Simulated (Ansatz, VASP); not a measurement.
**Two plane-wave programs on MgO2**

INCAR

```
SYSTEM = MgO2
  ALGO = Normal
  EDIFF = 1E-6
  ENCUT = 520
  GGA = PS
  ISIF = 2
  ISMEAR = 0
  LASPH = .True.
  LCHARG = .True.
  LELF = .True.
  LREAL = .False.
  LVHAR = .True.
  LWAVE = .False.
  NBANDS = 14
  NELM = 80
  PREC = Accurate
  SIGMA = 0.05
```

KPOINTS

```
k-points
0
Gamma
  12 12 12
  0 0 0
```

POSCAR

```
MgO2
1.0
    1.5838234698      0.9144209066      3.4573706250
   -1.5838234698      0.9144209066      3.4573706250
    0.0000000000     -1.8288418132      3.4573706250
Mg O
1 2
Direct
    0.0000000000      0.0000000000      0.0000000000
    0.4291433728      0.4291433728      0.4291433728
    0.5708566272      0.5708566272      0.5708566272
```

Input for Ansatz:

```yaml
crystal:
  lattice:
    - [1.5838234698, 0.9144209066, 3.457370625]
    - [-1.5838234698, 0.9144209066, 3.457370625]
    - [0.0, -1.8288418132, 3.457370625]
  atoms:
    - { symbol: Mg, position: [0.0, 0.0, 0.0] }
    - { symbol: O, position: [0.4291433728, 0.4291433728, 0.4291433728] }
    - { symbol: O, position: [0.5708566272, 0.5708566272, 0.5708566272] }
basis:
  ecutwfc: 420
kpoints:
  mp_grid: { grid: [12, 12, 12] }
hamiltonian:
  xc: pbesol
scf:
  occupations: { method: gaussian, width: 0.05 }
output:
  forces: true
  stress: true
  eigenvalues: true
```

Alike in both runs: task single point; functional PBEsol; k mesh 12 × 12 × 12; occupations gaussian, width 0.05 eV; no spin polarisation.

|  | VASP | Ansatz |
| --- | --- | --- |
| version | VASP 6.6.1 | Ansatz 0.2.0 |
| potentials or method | VASP PAW PBE potentials, release 64 (Mg, O), cutoff 520 eV | scalar-relativistic, plane waves, PAW |
| valence electrons in the cell | 14 | 22 |

|  | VASP | Ansatz | Ansatz less VASP |
| --- | --- | --- | --- |
| gap on the k mesh at the Fermi level (eV) | 2.45 | 2.48 | +0.028 |
| least direct gap on the mesh (eV) | 2.45 | 2.48 | +0.028 |
| pressure (GPa) | -0.1 | 0.0 | +0.10 |
| traceless stress, the component that is largest in VASP (GPa) | 1.19 | 0.00 | -1.196 |
| rms of the force components (eV/Å) | 0.097 | 0.000 | -0.0965 |

VASP's potentials were made for PBE, not for PBEsol. Atom by atom the forces differ by 0.097 eV/Å (rms over components). VASP's potentials hold 14 valence electrons a cell and Ansatz's 22, so a difference there can come from the potentials and not from the codes.
